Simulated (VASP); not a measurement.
Here is a VASP 6.6.1 calculation.

Contents of INCAR:

```
PREC     = Accurate       # precision mode
ENCUT    = 500            # plane-wave cutoff, eV
EDIFF    = 1E-6           # SCF threshold, eV
ISMEAR   = 0              # smearing method
SIGMA    = 0.01           # smearing width, eV
LREAL    = F              # projectors in reciprocal space
LASPH    = T              # aspherical terms in the spheres
NELM     = 120            # most SCF steps
ALGO     = Normal         # electronic algorithm
ISIF     = 2              # what is computed and relaxed
LWAVE    = F              # write WAVECAR
LCHARG   = F              # write CHGCAR
GGA      = PE             # functional
IVDW     = 12             # dispersion correction
NBANDS   = 15             # bands
GGA_COMPAT= F
```

Contents of KPOINTS:

```
regular mesh
0
Gamma
  4 4 4
```

File POSCAR:

```
CaSe
1.0
    0.0011000000      2.9716700000      2.9583400000
    2.9310500000     -0.0166300000      2.9760700000
    2.9335300000      2.9918800000     -0.0191100000
Ca Se
1 1
Direct
    0.9969697634      0.0015389918      0.9915734961
    0.5008700000      0.4972300000      0.5011800000
```

Potentials or basis: VASP PAW PBE potentials, release 64 (Ca_sv, Se).

Run with:

```console
$ cat potpaw_PBE.64/Ca_sv/POTCAR potpaw_PBE.64/Se/POTCAR > POTCAR
$ mpirun -np 1 vasp_std > vasp.out
```

What does it give for the dispersion energy per atom?

-0.350 eV.

Estimate the band gap on the k mesh.

2.00 eV (least direct gap 2.92 eV).

What does it give for the largest force?

0.116 eV/Å.

Predict the pressure.

-1.2 GPa.

Forces on the atoms (eV/Å):
```
Ca   0.054  0.102 -0.005
Se  -0.054 -0.102  0.005
```

Caveat: the k points lie up to 0.46 Å⁻¹ apart; three body term missing. A k mesh can miss the band edges.
